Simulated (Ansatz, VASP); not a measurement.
## TiCo: VASP beside Ansatz

```
CELL_PARAMETERS angstrom
3.00589 0.00000 0.00000
0.00000 3.00589 0.00000
0.00000 0.00000 3.00589
ATOMIC_POSITIONS crystal
Co 0.50000 0.50000 0.50000
Ti 0.00000 0.00000 0.00000
```

Alike in both runs: task single point; functional r2SCAN; k mesh 9 × 9 × 9; occupations fermi-dirac, width 0.05 eV; collinear spin.

|  | VASP | Ansatz |
| --- | --- | --- |
| version | VASP 6.6.1 | Ansatz 0.2.0 |
| potentials or method | VASP PAW PBE potentials, release 64 (Co, Ti_sv) | Ansatz PAW |
| plane-wave cutoff (eV) | 520 | 500 |
| valence electrons in the cell | 21 | 29 |

Ansatz gave:

```
gap on the k mesh at the Fermi level (eV)                     : none
pressure (GPa)                                                : -2.6
net moment per atom (μB)                                      : 0.43
size of the moment on the site where the two differ most (μB) : 1.44
```

Question: Which values does VASP return?

Answer: gap on the k mesh at the Fermi level (eV): none; pressure (GPa): -2.3; net moment per atom (μB): 0.43; size of the moment on the site where the two differ most (μB): 1.41.

VASP's potentials were made for PBE, not for r2SCAN. Site moments also hang on the region over which each program counts them. A gap of «none» marks a metal or a gap that the smearing closes. VASP's potentials hold 21 valence electrons a cell and Ansatz's 29, so a difference there can come from the potentials and not from the codes.

Noted on Ansatz's run: the magnetic or orbital state may not be the lowest.
